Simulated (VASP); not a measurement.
TiPt3: single point with PBEsol

Crystal: TiPt3.

```xyz
4
Lattice="3.8443 0.0000 0.0000 0.0000 3.8443 0.0000 0.0000 0.0000 3.8443" Properties=species:S:1:pos:R:3 pbc="T T T"
Ti    0.0000    0.0000    0.0000
Pt    0.0000    1.9222    1.9222
Pt    1.9222    0.0000    1.9222
Pt    1.9222    1.9222    0.0000
```

* Program: VASP 6.6.1
* Task: single point
* Functional: PBEsol
* Potentials or basis: VASP PAW PBE potentials, release 64 (Ti_sv, Pt)
* Cutoff: 500 eV
* k mesh: 9 × 9 × 9
* Occupations: fermi-dirac, width 0.05 eV
* Spin: no spin polarisation
* Dipole correction: no
* Further INCAR settings: ALGO = Normal; EDIFF = 1e-06; NBANDS = 29

```json
{
  "Pressure": "12.4 GPa",
  "Band gap on the k mesh": "zero (bands 21 and 22 overlap by 1.68 eV)"
}
```

Levels at points of the mesh, in eV from the Fermi level:
| k point | band 17 | band 18 | band 19 | band 20 | band 21 | band 22 | band 23 | band 24 | band 25 | band 26 |
| --- | --- | --- | --- | --- | --- | --- | --- | --- | --- | --- |
| (0.00, 0.00, 0.00) | -0.53 | 0.07 | 0.07 | 0.07 | 1.48 | 1.48 | 1.51 | 1.51 | 1.51 | 2.18 |

Run time: 54 s on 1 thread of AMD EPYC 7R13, on a shared host, peak memory 0.16 GiB.

Caveat: the cell stands under pressure; the PAW data sets were made with another functional, which shifts forces and pressure a little; spin-orbit coupling is left out, which moves the levels of the heavy elements.
